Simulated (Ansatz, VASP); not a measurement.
Two plane-wave programs on Be2C

The input INCAR:

```
  ALGO = Normal
  EDIFF = 1E-6
  ENCUT = 600
  GGA = PE
  GGA_COMPAT = False
  ISIF = 2
  ISMEAR = 0
  LASPH = True
  LCHARG = False
  LREAL = False
  LWAVE = False
  NBANDS = 11
  NELM = 120
  PREC = Accurate
  SIGMA = 0.01
```

KPOINTS

```
k-points
0
Gamma
  8 8 8
```

Contents of POSCAR:

```
Be2C
1.0
    0.0000000000      2.1856211995      2.1856211995
    2.1856211995      0.0000000000      2.1856211995
    2.1856211995      2.1856211995      0.0000000000
Be C
2 1
Direct
    0.7500000000      0.7500000000      0.7500000000
    0.2500000000      0.2500000000      0.2500000000
    0.0000000000      0.0000000000      0.0000000000
```

Input for Ansatz:

```yaml
crystal:
  lattice:
    - [0.0, 2.1856211995, 2.1856211995]
    - [2.1856211995, 0.0, 2.1856211995]
    - [2.1856211995, 2.1856211995, 0.0]
  atoms:
    - { symbol: Be, position: [0.75, 0.75, 0.75] }
    - { symbol: Be, position: [0.25, 0.25, 0.25] }
    - { symbol: C, position: [0.0, 0.0, 0.0] }
kpoints:
  mp_grid: { grid: [8, 8, 8] }
hamiltonian:
  xc: pbe
scf:
  occupations: { method: fixed }
  n_extra_bands: 4
output:
  forces: true
  stress: true
  eigenvalues: true
```

Alike in both runs: task single point; functional PBE; k mesh 8 × 8 × 8; no spin polarisation.

|  | VASP | Ansatz |
| --- | --- | --- |
| version | VASP 6.6.1 | Ansatz 0.2.0 |
| potentials or method | VASP PAW PBE potentials, release 64 (Be, C) | plane waves, PAW |
| plane-wave cutoff (eV) | 600 | 420 |
| occupations | gaussian, width 0.01 eV | fixed |
| valence electrons in the cell | 8 | 8 |

```tsv
	VASP	Ansatz	Ansatz less VASP
gap on the k mesh at the Fermi level (eV)	1.15	1.16	+0.012
pressure (GPa)	-5.4	-5.7	-0.23
```
